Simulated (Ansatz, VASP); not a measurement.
Two plane-wave programs on Sb

```xyz
1
Lattice="3.1012 0.0000 0.0000 0.0000 3.1012 0.0000 0.0000 0.0000 3.1012" Properties=species:S:1:pos:R:3 pbc="T T T"
Sb    0.0000    0.0000    0.0000
```

Alike in both runs: task single point; functional LDA; k mesh 14 × 14 × 14; occupations gaussian, width 0.1 eV; no spin polarisation.

```csv
,VASP,Ansatz
version,VASP 6.6.1,Ansatz 0.2.0
potentials or method,"VASP PAW LDA potentials, release 64 (Sb), cutoff 500 eV","scalar-relativistic, plane waves, PAW"
valence electrons in the cell,5,15
```

|  | VASP | Ansatz | Ansatz less VASP |
| --- | --- | --- | --- |
| gap on the k mesh at the Fermi level (eV) | none | none | - |
| pressure (GPa) | -3.1 | -3.3 | -0.13 |

Ansatz warns that its potentials were made for another functional, while VASP's fit it. LDA's correlation is that of Perdew and Zunger in VASP and of Perdew and Wang (1992) in Ansatz. A gap of «none» marks a metal or a gap that the smearing closes. VASP's potentials hold 5 valence electrons a cell and Ansatz's 15, so a difference there can come from the potentials and not from the codes.

Spin-orbit coupling is off throughout.
